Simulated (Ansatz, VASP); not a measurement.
# One calculation of Hg, two programs

```xyz
1
Lattice="2.2340 -2.0459 0.0000 2.2340 2.0459 0.0000 -0.3487 0.0000 3.0398" Properties=species:S:1:pos:R:3 pbc="T T T"
Hg    2.0596    0.0000    1.5199
```

Alike in both runs: task single point; functional PBEsol; k mesh 2 × 2 × 2; occupations gaussian, width 0.1 eV; collinear spin; Hubbard terms Hg d U = 4.6 eV, J = 0.73 eV.

|  | VASP | Ansatz |
| --- | --- | --- |
| version | VASP 6.6.1 | Ansatz 0.2.0 |
| potentials or method | VASP PAW PBE potentials, release 64 (Hg_sv_GW), cutoff 550 eV | scalar-relativistic, plane waves, PAW |
| valence electrons in the cell | 20 | 20 |

Ansatz gave:

* gap on the k mesh at the Fermi level (eV): none
* pressure (GPa): 7.9
* traceless stress, the component that is largest in VASP (GPa): 4.15
* net moment per atom (μB): 0.18
* size of the moment on the site where the two differ most (μB): 0.14

Problem. Estimate VASP's values.

Solution. gap on the k mesh at the Fermi level (eV): none; pressure (GPa): 6.9; traceless stress, the component that is largest in VASP (GPa): 4.10; net moment per atom (μB): 0.20; size of the moment on the site where the two differ most (μB): 0.13.

VASP's potentials were made for PBE, not for PBEsol. Site moments also hang on the region over which each program counts them. The programs project onto different local orbitals, so the same U acts differently, and such runs can settle in different states. A gap of «none» marks a metal or a gap that the smearing closes. Ansatz's warnings: filled band counts differ across k points, seeded moment not kept.

The k mesh is coarse, so the values compare programs but aren't converged. Spin-orbit coupling is off throughout.
